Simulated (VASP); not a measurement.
# MgTl in VASP: a series of runs

The runs below take MgTl through single point, electric field gradients, with LDA.

Everything below comes from runs of VASP 6.6.1. Logs are shortened: lines on timing, memory, paths and dates and some standing lists are left out, and cuts for length are marked.

## Step 1: The cell of the first run

Symmetry: Pm-3m, No. 221, cubic system. Conventional cell: a = 3.635 Å, b = 3.635 Å, c = 3.635 Å, α = 90.00°, β = 90.00°, γ = 90.00°. Within 4.1 Å of Mg (site symmetry m-3m) lie 8 Tl at 3.15 Å and 6 Mg at 3.63 Å. Within 4.1 Å of Tl (site symmetry m-3m) lie 8 Mg at 3.15 Å and 6 Tl at 3.63 Å.

## Step 2: Single point, LDA

File POSCAR:

```
MgTl
1.0
    3.6350000000      0.0000000000      0.0000000000
    0.0000000000      3.6350000000      0.0000000000
    0.0000000000      0.0000000000      3.6350000000
Mg Tl
1 1
Direct
    0.0000000000      0.0000000000      0.0000000000
    0.5000000000      0.5000000000      0.5000000000
```

File INCAR.step1:

```
ALGO = Normal
EDIFF = 1E-6
ENCUT = 520
GGA = CA
ISIF = 2
ISMEAR = -1
LASPH = T
LCHARG = T
LREAL = F
LWAVE = F
NBANDS = 14
NELM = 60
PREC = Accurate
SIGMA = 0.05
```

File KPOINTS.step1:

```
k-points
0
Gamma
  9 9 9
```

File INCAR.step2:

```
ALGO = Normal
EDIFF = 1E-6
ENCUT = 520
GGA = CA
ICHARG = 11
ISIF = 2
ISMEAR = -5
LASPH = T
LCHARG = F
LORBIT = 11
LREAL = F
LWAVE = F
NEDOS = 1001
NELM = 60
PREC = Accurate
SIGMA = 0.05
```

File KPOINTS.step2:

```
k-points
0
Gamma
  14 14 14
```

Potentials or basis: VASP PAW LDA potentials, release 64 (Mg, Tl_d).

On the command line:

```
> cat potpaw_LDA.64/Mg/POTCAR potpaw_LDA.64/Tl_d/POTCAR > POTCAR
> cp INCAR.step1 INCAR
> cp KPOINTS.step1 KPOINTS
> mpirun -np 1 vasp_std > vasp.out
> cp INCAR.step2 INCAR
> cp KPOINTS.step2 KPOINTS
> mpirun -np 1 vasp_std > vasp.out
```

OUTCAR:

```text
EDIFF = 1E-6
   ENCUT = 520
   GGA = CA
   ICHARG = 11
   ISIF = 2
   ISMEAR = -5
   LASPH = T
   LORBIT = 11
   LREAL = F
   NELM = 60
   PREC = Accurate

 ion  position               nearest neighbor table
   1  0.000  0.000  0.000-   2 3.15   2 3.15   2 3.15   2 3.15   2 3.15   2 3.15   2 3.15   2 3.15

   2  0.500  0.500  0.500-   1 3.15   1 3.15   1 3.15   1 3.15   1 3.15   1 3.15   1 3.15   1 3.15

  LATTYP: Found a simple cubic cell.
 ALAT       =     3.6350000000

  Lattice vectors:

 A1 = (   3.6350000000,   0.0000000000,   0.0000000000)
 A2 = (   0.0000000000,   3.6350000000,   0.0000000000)
 A3 = (   0.0000000000,   0.0000000000,   3.6350000000)

Analysis of symmetry for initial positions (statically):
=====================================================================
 Subroutine PRICEL returns:
 Original cell was already a primitive cell.

 Routine SETGRP: Setting up the symmetry group for a
 simple cubic supercell.

 Subroutine GETGRP returns: Found 48 space group operations
 (whereof 48 operations were pure point group operations)
 out of a pool of 48 trial point group operations.

The static configuration has the point symmetry O_h .

Analysis of symmetry for dynamics (positions and initial velocities):
=====================================================================
 Subroutine PRICEL returns:
 Original cell was already a primitive cell.

 Routine SETGRP: Setting up the symmetry group for a
 simple cubic supercell.

 Subroutine GETGRP returns: Found 48 space group operations
 (whereof 48 operations were pure point group operations)
 out of a pool of 48 trial point group operations.

The dynamic configuration has the point symmetry O_h .

 Subroutine INISYM returns: Found 48 space group operations
 (whereof 48 operations are pure point group operations),
 and found     1 'primitive' translations

----------------------------------------------------------------------------------------

                                     Primitive cell

  volume of cell :      48.0301

  direct lattice vectors                    reciprocal lattice vectors
     3.635000000  0.000000000  0.000000000     0.275103164  0.000000000  0.000000000
     0.000000000  3.635000000  0.000000000     0.000000000  0.275103164  0.000000000
     0.000000000  0.000000000  3.635000000     0.000000000  0.000000000  0.275103164

  length of vectors
     3.635000000  3.635000000  3.635000000     0.275103164  0.275103164  0.275103164

  position of ions in fractional coordinates (direct lattice)
     0.000000000  0.000000000  0.000000000
     0.500000000  0.500000000  0.500000000

  ion indices of the primitive-cell ions
   primitive index   ion index
                 1           1
                 2           2

----------------------------------------------------------------------------------------

 KPOINTS: k-points

Automatic generation of k-mesh.
 Grid dimensions read from file:
 generate k-points for:   14   14   14

 Generating k-lattice:

  Cartesian coordinates                     Fractional coordinates (reciprocal lattice)
     0.019650226  0.000000000  0.000000000     0.071428571  0.000000000  0.000000000
     0.000000000  0.019650226  0.000000000     0.000000000  0.071428571  0.000000000
     0.000000000  0.000000000  0.019650226     0.000000000  0.000000000  0.071428571

  Length of vectors
     0.019650226  0.019650226  0.019650226

  Shift w.r.t. Gamma in fractional coordinates (k-lattice)
     0.000000000  0.000000000  0.000000000

 TETIRR: Found   1360 inequivalent tetrahedra from    16464

 Subroutine IBZKPT returns following result:
 ===========================================

 Found    120 irreducible k-points:

 Following reciprocal coordinates:
            Coordinates               Weight
  0.000000  0.000000  0.000000      1.000000
  0.071429  0.000000  0.000000      6.000000
  0.142857  0.000000  0.000000      6.000000
  0.214286  0.000000  0.000000      6.000000
  0.285714  0.000000  0.000000      6.000000
  0.357143  0.000000  0.000000      6.000000
[... 16 lines left out ...]
  0.285714  0.214286  0.000000     24.000000
  0.357143  0.214286  0.000000     24.000000
 [... further k-points ...]
   k-points           NKPTS =    120   k-points in BZ     NKDIM =    120   number of bands    NBANDS=     11
   number of dos      NEDOS =   1001   number of ions     NIONS =      2
   total plane-waves  NPLWV =  21952
   dimension x,y,z NGX =    28 NGY =   28 NGZ =   28
   dimension x,y,z NGXF=    56 NGYF=   56 NGZF=   56
   ions per type =               1   1
   NGX,Y,Z   is equivalent  to a cutoff of  12.81, 12.81, 12.81 a.u.
   NGXF,Y,Z  is equivalent  to a cutoff of  25.61, 25.61, 25.61 a.u.
 SYSTEM =  unknown system
   PREC   = accura    normal or accurate (medium, high low for compatibility)
   ISTART =      0    job   : 0-new  1-cont  2-samecut
   ICHARG =     11    charge: 1-file 2-atom 10-const
   ISPIN  =      1    spin polarized calculation?
   LNONCOLLINEAR =      F non collinear calculations
   LSORBIT =      F    spin-orbit coupling
   LASPH  =      T    aspherical Exc in radial PAW
   ENCUT  =  520.0 eV  38.22 Ry    6.18 a.u.   6.76  6.76  6.76*2*pi/ulx,y,z
   NELM   =     60;   NELMIN=  2; NELMDL=  0     # of ELM steps
   EDIFF  = 0.1E-05   stopping-criterion for ELM
   LREAL  =      F    real-space projection
   EDIFFG = 0.1E-04   stopping-criterion for IOM
   NSW    =      0    number of steps for IOM
   IBRION =     -1    ionic relax: 0-MD 1-quasi-New 2-CG
   NFREE  =      0    steps in history (QN), initial steepest desc. (CG)
   ISIF   =      2    stress and relaxation
   ISYM   =      2    0-nonsym 1-usesym 2-fastsym
   POTIM  = 0.5000    time-step for ionic-motion
   TEBEG  =    0.0;   TEEND  =   0.0 temperature during run
   PSTRESS=    0.0 pullay stress
   NELECT =      15.0000    total number of electrons
   NUPDOWN=      -1.0000    fix difference up-down
   EMIN   =  10.00;   EMAX   =-10.00  energy-range for DOS
   EFERMI =   0.00;   METHOD = LEGACY
   ISMEAR =    -5;   SIGMA  =   0.05  broadening in eV -4-tet -1-fermi 0-gaus
   EFERMI_NEDOS =   21; number of points for ismear=-14 and -15
   IALGO  =     38    algorithm
   IMIX   =      4    mixing-type and parameters
     AMIX     =   0.40;   BMIX     =  1.00
     AMIX_MAG =   1.60;   BMIX_MAG =  1.00
  volume/ion in A,a.u.               =      24.02       162.06
  Fermi-wavevector in a.u.,A,eV,Ry     =   1.110710  2.098938 16.785202  1.233678
  Thomas-Fermi vector in A             =   2.247265
   LORBIT       =     11    0 simple, 1 ext, 2 COOP (PROOUT), +10 PAW based schemes
   GGA     = CA    functional components
   LHFCALC =     F    Hartree Fock is set to
   AEXX    =    0.0000 exact exchange contribution
   IVDW    =     0    specifies the selected vdW correction
   LEPSILON=     F    determine dielectric tensor
   LRPA    =     F    only Hartree local field effects (RPA)
 non-spin polarized calculation
 Fermi weights with tetrahedron method with Bloechl corrections
  energy-cutoff  :      520.00
  volume of cell :       48.03
 maximum number of plane-waves:      1328
 NGX is ok and might be reduce to    28

 number of electron      14.9999994 magnetization

 Free energy of the ion-electron system (eV)
  ---------------------------------------------------
  ext. energy  EPLUGINS =         0.00000000
  ---------------------------------------------------
  free energy    TOTEN  =        -5.04628042 eV

  energy without entropy =       -5.04628042  energy(sigma->0) =       -5.04628042

 E-fermi :   5.3867     XC(G=0):  -9.9787

 val. band max:        5.4776259811   @ k =   0.1429   0.1429   0.0714
 cond. band min:       5.1072651703   @ k =   0.2857   0.2857   0.2857
 fundamental gap:     -0.3703608108
 Fermi energy:         5.3866626610

 k-point     1 :       0.0000    0.0000    0.0000
  band No.  band energies     occupation
      1      -6.4098      2.00000
      2      -6.4098      2.00000
      3      -6.0532      2.00000
      4      -6.0532      2.00000
      5      -6.0532      2.00000
      6      -4.2336      2.00000
      7       7.7602      0.00000
      8       7.7602      0.00000
      9       7.7602      0.00000
     10       8.6972      0.00000
     11      10.7205      0.00000

 k-point     2 :       0.0714    0.0000    0.0000
  band No.  band energies     occupation
      1      -6.4082      2.00000
      2      -6.3952      2.00000
      3      -6.0598      2.00000
      4      -6.0598      2.00000
      5      -6.0525      2.00000
      6      -4.1744      2.00000
      7       6.8191      0.00000
      8       7.8281      0.00000
      9       7.8281      0.00000
     10       9.1761      0.00000
     11      10.7470      0.00000

 k-point     3 :       0.1429    0.0000    0.0000
  band No.  band energies     occupation
      1      -6.4035      2.00000
      2      -6.3551      2.00000
      3      -6.0781      2.00000
      4      -6.0781      2.00000
      5      -6.0505      2.00000
      6      -3.9955      2.00000
      7       5.4523      0.72667
      8       8.0288      0.00000
      9       8.0288      0.00000
     10       9.5278      0.00000
     11      10.8252      0.00000

 k-point     4 :       0.2143    0.0000    0.0000
  band No.  band energies     occupation
      1      -6.3967      2.00000
      2      -6.2997      2.00000
      3      -6.1044      2.00000
      4      -6.1044      2.00000
      5      -6.0477      2.00000
      6      -3.6964      2.00000
      7       4.1050      2.15292
      8       8.3527      0.00000
      9       8.3527      0.00000
     10       9.8255      0.00000
     11      10.9503      0.00000

 k-point     5 :       0.2857    0.0000    0.0000
  band No.  band energies     occupation
      1      -6.3891      2.00000
      2      -6.2416      2.00000
      3      -6.1332      2.00000
      4      -6.1332      2.00000
      5      -6.0445      2.00000
      6      -3.2831      2.00000
      7       2.8498      2.00000
      8       8.7815      0.00000
      9       8.7815      0.00000
     10      10.1761      0.00000
     11      11.1111      0.00000
[... 211 lines left out ...]
 k-point    21 :       0.5000    0.1429    0.0000
  band No.  band energies     occupation
      1      -6.3382      2.00000
      2      -6.2289      2.00000
      3      -6.1795      2.00000
      4      -6.1062      2.00000
      5      -6.0631      2.00000
      6      -1.8204      2.00000
      7       0.7635      2.00000
      8       7.7253      0.00000
      9       9.5250      0.00000
     10      10.3035      0.00000
     11      12.3034      0.00000

 k-point    22 :       0.2143    0.2143    0.0000
  band No.  band energies     occupation
      1      -6.3412      2.00000
      2      -6.2184      2.00000
      3      -6.1736      2.00000
      4      -6.0999      2.00000
      5      -6.0966      2.00000
      6      -3.1704      2.00000
      7       4.4072      2.00599
      8       4.9778      1.43692
      9       8.9548      0.00000
     10      10.6402      0.00000
     11      12.0394      0.00000

 k-point    23 :       0.2857    0.2143    0.0000
  band No.  band energies     occupation
      1      -6.3269      2.00000
      2      -6.2116      2.00000
      3      -6.1584      2.00000
      4      -6.1268      2.00000
      5      -6.0946      2.00000
      6      -2.7682      2.00000
      7       3.3960      2.00000
      8       5.1450      1.38905
      9       9.3925      0.00000
     10      10.2864      0.00000
     11      11.5921      0.00000

 k-point    24 :       0.3571    0.2143    0.0000
  band No.  band energies     occupation
      1      -6.3170      2.00000
      2      -6.2450      2.00000
      3      -6.1522      2.00000
      4      -6.1038      2.00000
      5      -6.0915      2.00000
      6      -2.2828      2.00000
      7       2.3115      2.00000
      8       5.6140      0.54830
      9       9.4507      0.00000
     10       9.9066      0.00000
     11      11.8107      0.00000

 [... further k-points ...]

------------------------ aborting loop because EDIFF is reached ----------------------------------------

  FORCE on cell =-STRESS in cart. coord.  units (eV):
  Direction    XX          YY          ZZ          XY          YZ          ZX
  --------------------------------------------------------------------------------------
  -------------------------------------------------------------------------------------
  Total       -0.6982380     -0.6982380     -0.6982380      0.0000000      0.0000000     -0.0000000
  in kB      -23.2916785    -23.2916785    -23.2916785      0.0000000      0.0000000     -0.0000000
  external PRESSURE =     -23.2916785 kB  Pullay stress =       0.0000000 kB

 VOLUME and BASIS-vectors are now :
 -----------------------------------------------------------------------------
  energy-cutoff  :      520.00
  volume of cell :       48.03
      direct lattice vectors                 reciprocal lattice vectors
     3.635000000  0.000000000  0.000000000     0.275103164  0.000000000  0.000000000
     0.000000000  3.635000000  0.000000000     0.000000000  0.275103164  0.000000000
     0.000000000  0.000000000  3.635000000     0.000000000  0.000000000  0.275103164

 POSITION                                       TOTAL-FORCE (eV/Angst)
 -----------------------------------------------------------------------------------
      0.00000      0.00000      0.00000         0.000000      0.000000      0.000000
      1.81750      1.81750      1.81750         0.000000      0.000000      0.000000
 -----------------------------------------------------------------------------------
    total drift:                                0.000000      0.000000      0.000000

  FREE ENERGIE OF THE ION-ELECTRON SYSTEM (eV)
  ---------------------------------------------------
  free  energy   TOTEN  =        -5.0462804150 eV

  energy  without entropy=       -5.0462804150  energy(sigma->0) =       -5.04628042

 total charge

# of ion       s       p       d       tot
------------------------------------------
    1        0.202   0.107   0.015   0.324
    2        1.150   0.564   9.605  11.320
--------------------------------------------------
tot          1.352   0.672   9.621  11.644
```

Run time: 35 s. Hardware: 1 thread of Intel Xeon Platinum 8259CL at 2.50GHz (Skylake/Cascade Lake), shared host; peak memory 0.2 GiB.

Results:

- Valence electrons inside the program's atomic spheres: Mg 0.32; Tl 11.32

Levels at points of the mesh, in eV from the Fermi level:
```
           k point  band 6  band 7  band 8  band 9  band 10  band 11
(0.00, 0.00, 0.00)   -9.62    2.37    2.37    2.37     3.31     5.33
(0.50, 0.00, 0.00)   -7.41   -4.90    4.61    4.61     5.93     6.10
(0.50, 0.50, 0.00)   -5.53   -2.58   -2.58   -0.31     7.13     8.04
(0.50, 0.50, 0.50)   -3.73   -0.30   -0.30   -0.30     2.02     2.09
```

Caveat: spin-orbit coupling is left out, which moves the levels of the heavy elements.

(Continued in part 2 of 2.)
